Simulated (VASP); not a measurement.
# KCl (Fm-3m) in VASP: further runs, part 2 of 2

VASP 6.6.1.

## (3) Single point, PBEsol (volume scaled by 1.01)

INCAR reads:

```
SYSTEM = KCl
PREC     = Accurate       ! precision mode
ENCUT    = 520            ! plane-wave cutoff, eV
EDIFF    = 1E-7           ! SCF threshold, eV
ISMEAR   = -1             ! smearing method
SIGMA    = 0.03           ! smearing width, eV
LREAL    = .FALSE.        ! projectors in reciprocal space
LASPH    = .TRUE.         ! aspherical terms in the spheres
NELM     = 60             ! most SCF steps
ALGO     = Normal         ! electronic algorithm
ISIF     = 2              ! what is computed and relaxed
LWAVE    = .FALSE.        ! write WAVECAR
LCHARG   = .TRUE.         ! write CHGCAR
GGA      = PS             ! functional
LELF     = .TRUE.         ! ELF
LVHAR    = .TRUE.       
NBANDS   = 15             ! bands
```

KPOINTS reads:

```
regular mesh
0
G
  7 7 7
  0 0 0
```

POSCAR reads:

```
KCl
1.0
    0.0000000000      3.1665854591      3.1665854591
    3.1665854591      0.0000000000      3.1665854591
    3.1665854591      3.1665854591      0.0000000000
K Cl
1 1
Direct
    0.0000000000      0.0000000000      0.0000000000
    0.5000000000      0.5000000000      0.5000000000
```

Potentials or basis: VASP PAW PBE potentials, release 64 (K_sv, Cl).

Started as:

```console
> cat potpaw_PBE.64/K_sv/POTCAR potpaw_PBE.64/Cl/POTCAR > POTCAR
> mpirun -np 1 vasp_std > vasp.out
```

OUTCAR:

```text
SYSTEM = KCl
   PREC = Accurate
   ENCUT = 520
   EDIFF = 1E-7
   ISMEAR = -1
   LREAL = .FALSE.
   LASPH = .TRUE.
   NELM = 60
   ISIF = 2
   GGA = PS

 ion  position               nearest neighbor table
   1  0.000  0.000  0.000-   2 3.17   2 3.17   2 3.17   2 3.17   2 3.17   2 3.17
   2  0.500  0.500  0.500-   1 3.17   1 3.17   1 3.17   1 3.17   1 3.17   1 3.17

  LATTYP: Found a face centered cubic cell.
 ALAT       =     6.3331709182

  Lattice vectors:

 A1 = (   0.0000000000,   3.1665854591,   3.1665854591)
 A2 = (   3.1665854591,   0.0000000000,   3.1665854591)
 A3 = (   3.1665854591,   3.1665854591,   0.0000000000)

Analysis of symmetry for initial positions (statically):
=====================================================================
 Subroutine PRICEL returns:
 Original cell was already a primitive cell.

 Routine SETGRP: Setting up the symmetry group for a
 face centered cubic supercell.

 Subroutine GETGRP returns: Found 48 space group operations
 (whereof 48 operations were pure point group operations)
 out of a pool of 48 trial point group operations.

The static configuration has the point symmetry O_h .

Analysis of symmetry for dynamics (positions and initial velocities):
=====================================================================
 Subroutine PRICEL returns:
 Original cell was already a primitive cell.

 Routine SETGRP: Setting up the symmetry group for a
 face centered cubic supercell.

 Subroutine GETGRP returns: Found 48 space group operations
 (whereof 48 operations were pure point group operations)
 out of a pool of 48 trial point group operations.

The dynamic configuration has the point symmetry O_h .

 Subroutine INISYM returns: Found 48 space group operations
 (whereof 48 operations are pure point group operations),
 and found     1 'primitive' translations

----------------------------------------------------------------------------------------

                                     Primitive cell

  volume of cell :      63.5044

  direct lattice vectors                    reciprocal lattice vectors
     0.000000000  3.166585459  3.166585459    -0.157898786  0.157898786  0.157898786
     3.166585459  0.000000000  3.166585459     0.157898786 -0.157898786  0.157898786
     3.166585459  3.166585459  0.000000000     0.157898786  0.157898786 -0.157898786

  length of vectors
     4.478228103  4.478228103  4.478228103     0.273488720  0.273488720  0.273488720

  position of ions in fractional coordinates (direct lattice)
     0.000000000  0.000000000  0.000000000
     0.500000000  0.500000000  0.500000000

  ion indices of the primitive-cell ions
   primitive index   ion index
                 1           1
                 2           2

----------------------------------------------------------------------------------------

 KPOINTS: regular mesh

Automatic generation of k-mesh.
 Grid dimensions read from file:
 generate k-points for:    7    7    7

 Generating k-lattice:

  Cartesian coordinates                     Fractional coordinates (reciprocal lattice)
[... 21 lines left out ...]
  0.142857  0.142857  0.000000      6.000000
  0.285714  0.142857  0.000000     24.000000
[... 12 lines left out ...]
 -0.428571  0.428571  0.142857     24.000000
 -0.285714  0.428571  0.142857     24.000000
   k-points           NKPTS =     20   k-points in BZ     NKDIM =     20   number of bands    NBANDS=     15
   number of dos      NEDOS =    301   number of ions     NIONS =      2
   total plane-waves  NPLWV =  46656
   dimension x,y,z NGX =    36 NGY =   36 NGZ =   36
   dimension x,y,z NGXF=    72 NGYF=   72 NGZF=   72
   ions per type =               1   1
   NGX,Y,Z   is equivalent  to a cutoff of  13.36, 13.36, 13.36 a.u.
   NGXF,Y,Z  is equivalent  to a cutoff of  26.73, 26.73, 26.73 a.u.
 SYSTEM =  KCl
   PREC   = accura    normal or accurate (medium, high low for compatibility)
   ISTART =      0    job   : 0-new  1-cont  2-samecut
   ICHARG =      2    charge: 1-file 2-atom 10-const
   ISPIN  =      1    spin polarized calculation?
   LNONCOLLINEAR =      F non collinear calculations
   LSORBIT =      F    spin-orbit coupling
   LASPH  =      T    aspherical Exc in radial PAW
   ENCUT  =  520.0 eV  38.22 Ry    6.18 a.u.   8.33  8.33  8.33*2*pi/ulx,y,z
   NELM   =     60;   NELMIN=  2; NELMDL= -5     # of ELM steps
   EDIFF  = 0.1E-06   stopping-criterion for ELM
   LREAL  =      F    real-space projection
   EDIFFG = 0.1E-05   stopping-criterion for IOM
   NSW    =      0    number of steps for IOM
   IBRION =     -1    ionic relax: 0-MD 1-quasi-New 2-CG
   NFREE  =      0    steps in history (QN), initial steepest desc. (CG)
   ISIF   =      2    stress and relaxation
   ISYM   =      2    0-nonsym 1-usesym 2-fastsym
   POTIM  = 0.5000    time-step for ionic-motion
   TEBEG  =    0.0;   TEEND  =   0.0 temperature during run
   PSTRESS=    0.0 pullay stress
   NELECT =      16.0000    total number of electrons
   NUPDOWN=      -1.0000    fix difference up-down
   EMIN   =  10.00;   EMAX   =-10.00  energy-range for DOS
   EFERMI =   0.00;   METHOD = LEGACY
   ISMEAR =    -1;   SIGMA  =   0.03  broadening in eV -4-tet -1-fermi 0-gaus
   EFERMI_NEDOS =   21; number of points for ismear=-14 and -15
   IALGO  =     38    algorithm
   IMIX   =      4    mixing-type and parameters
     AMIX     =   0.40;   BMIX     =  1.00
     AMIX_MAG =   1.60;   BMIX_MAG =  1.00
  volume/ion in A,a.u.               =      31.75       214.27
  Fermi-wavevector in a.u.,A,eV,Ry     =   1.033984  1.953946 14.546287  1.069122
  Thomas-Fermi vector in A             =   2.168257
   LORBIT       =      0    0 simple, 1 ext, 2 COOP (PROOUT), +10 PAW based schemes
   GGA     = PS    functional components
   LHFCALC =     F    Hartree Fock is set to
   AEXX    =    0.0000 exact exchange contribution
   IVDW    =     0    specifies the selected vdW correction
   LEPSILON=     F    determine dielectric tensor
   LRPA    =     F    only Hartree local field effects (RPA)
 non-spin polarized calculation
  energy-cutoff  :      520.00
  volume of cell :       63.50
 maximum number of plane-waves:      1729
 NGX is ok and might be reduce to    36
   NGX = 17   NGY = 17   NGZ = 17

 number of electron      15.9999999 magnetization

 Free energy of the ion-electron system (eV)
  ---------------------------------------------------
  ext. energy  EPLUGINS =         0.00000000
  ---------------------------------------------------
  free energy    TOTEN  =        -7.01837721 eV

  energy without entropy =       -7.01837721  energy(sigma->0) =       -7.01837721

 E-fermi :  -1.3720     XC(G=0):  -7.6376

 val. band max:       -1.9794402895   @ k =   0.0000   0.0000   0.0000
 cond. band min:       2.9836284147   @ k =   0.0000   0.0000   0.0000
 fundamental gap:      4.9630687042
 Fermi energy:        -1.3719836558

 k-point     1 :       0.0000    0.0000    0.0000
  band No.  band energies     occupation
      1     -29.0711      2.00000
      2     -14.0489      2.00000
      3     -12.5967      2.00000
      4     -12.5967      2.00000
      5     -12.5967      2.00000
      6      -1.9794      2.00000
      7      -1.9794      2.00000
      8      -1.9794      2.00000
      9       2.9836      0.00000
     10       6.3076      0.00000
     11       6.3076      0.00000
     12       6.3076      0.00000
     13       7.1811      0.00000
     14       7.1811      0.00000
[... 329 lines left out ...]
      2     -14.0569      2.00000
      3     -12.6977      2.00000
      4     -12.6632      2.00000
      5     -12.5117      2.00000
      6      -2.5589      2.00000
      7      -2.4878      2.00000
      8      -2.3412      2.00000
      9       5.6011      0.00000
     10       6.2862      0.00000
     11       7.3546      0.00000
     12       7.7739      0.00000
     13       9.3070      0.00000
     14       9.3648      0.00000
     15      10.1587      0.00000

------------------------ aborting loop because EDIFF is reached ----------------------------------------

  FORCE on cell =-STRESS in cart. coord.  units (eV):
  Direction    XX          YY          ZZ          XY          YZ          ZX
  --------------------------------------------------------------------------------------
  -------------------------------------------------------------------------------------
  Total       -0.2678458     -0.2678458     -0.2678458     -0.0000000      0.0000000      0.0000000
  in kB       -6.7575902     -6.7575902     -6.7575902     -0.0000000      0.0000000      0.0000000
  external PRESSURE =      -6.7575902 kB  Pullay stress =       0.0000000 kB

 VOLUME and BASIS-vectors are now :
 -----------------------------------------------------------------------------
  energy-cutoff  :      520.00
  volume of cell :       63.50
      direct lattice vectors                 reciprocal lattice vectors
     0.000000000  3.166585459  3.166585459    -0.157898786  0.157898786  0.157898786
     3.166585459  0.000000000  3.166585459     0.157898786 -0.157898786  0.157898786
     3.166585459  3.166585459  0.000000000     0.157898786  0.157898786 -0.157898786

 POSITION                                       TOTAL-FORCE (eV/Angst)
 -----------------------------------------------------------------------------------
      0.00000      0.00000      0.00000         0.000000      0.000000      0.000000
      3.16659      3.16659      3.16659        -0.000000     -0.000000     -0.000000
 -----------------------------------------------------------------------------------
    total drift:                                0.000000      0.000000      0.000000

  FREE ENERGIE OF THE ION-ELECTRON SYSTEM (eV)
  ---------------------------------------------------
  free  energy   TOTEN  =        -7.0183772130 eV

  energy  without entropy=       -7.0183772129  energy(sigma->0) =       -7.01837721
```

It took 11 s on 1 thread of Intel Xeon 6975P-C (Granite Rapids), shared host; peak memory 0.19 GiB.

Results:

- Free energy: -7.0184 eV
- Pressure: -0.7 GPa
- Band gap on the k mesh: 4.96 eV, direct

Levels at points of the mesh, in eV from the valence-band top:
```csv
k point,band 5,band 6,band 7,band 8,band 9,band 10,band 11,band 12
"(0.00, 0.00, 0.00)",-10.62,0.00,0.00,0.00,4.96,8.29,8.29,8.29
```

Caveat: the PAW data sets were made with another functional, which shifts forces and pressure a little. A k mesh can miss the band edges.
